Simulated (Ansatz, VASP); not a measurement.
## TaN in VASP and in Ansatz

The input INCAR:

```
PREC = Accurate
ENCUT = 520
EDIFF = 1E-6
ISMEAR = -1
SIGMA = 0.08
LREAL = False
LASPH = True
NELM = 100
ALGO = Normal
ISIF = 2
LWAVE = False
LCHARG = True
GGA = PE
LELF = True
LVHAR = True
NBANDS = 24
```

File KPOINTS:

```
Automatic mesh
0
Gamma
  11 11 6
```

File POSCAR:

```
TaN
1.0
    2.8530952609      0.0000000000      0.0000000000
   -1.4265476304      2.4708529754      0.0000000000
    0.0000000000      0.0000000000      5.8138457785
Ta N
2 2
Direct
    0.0000000000      0.0000000000      0.0000000000
    0.0000000000      0.0000000000      0.5000000000
    0.3333333333      0.6666666667      0.2500000000
    0.6666666667      0.3333333333      0.7500000000
```

Input for Ansatz:

```yaml
crystal:
  lattice:
    - [2.8530952609, 0.0, 0.0]
    - [-1.4265476304, 2.4708529754, 0.0]
    - [0.0, 0.0, 5.8138457785]
  atoms:
    - { symbol: Ta, position: [0.0, 0.0, 0.0] }
    - { symbol: Ta, position: [0.0, 0.0, 0.5] }
    - { symbol: "N", position: [0.3333333333, 0.6666666667, 0.25] }
    - { symbol: "N", position: [0.6666666667, 0.3333333333, 0.75] }
kpoints:
  mp_grid: { grid: [11, 11, 6] }
scf:
  occupations: { method: fermi_dirac, width: 0.08 }
hamiltonian:
  xc: pbe
  pseudopotentials: { kind: all_electron, lapw: { basis_error: 0.001 } }
output:
  forces: true
  stress: true
  eigenvalues: true
  populations: true
```

Change from the starting cell: volume scaled by 0.94, LAPW.

Alike in both runs: task single point; functional PBE; k mesh 11 × 11 × 6; occupations fermi-dirac, width 0.08 eV; no spin polarisation.

|  | VASP | Ansatz |
| --- | --- | --- |
| version | VASP 6.6.1 | Ansatz 0.2.0 |
| potentials or method | VASP PAW PBE potentials, release 64 (Ta_pv, N), cutoff 520 eV | all-electron LAPW, scalar-relativistic |

Ansatz gave:

| Quantity | Value |
| --- | --- |
| pressure (GPa) | 23.0 |
| traceless stress, the component that is largest in VASP (GPa) | 0.03 |

Problem. What did VASP give for the same quantities?

Solution. Pressure (GPa): 24.0; traceless stress, the component that is largest in VASP (GPa): 0.11.

Ansatz ran all-electron here, and VASP with PAW potentials.

Neither program's run includes spin-orbit coupling.
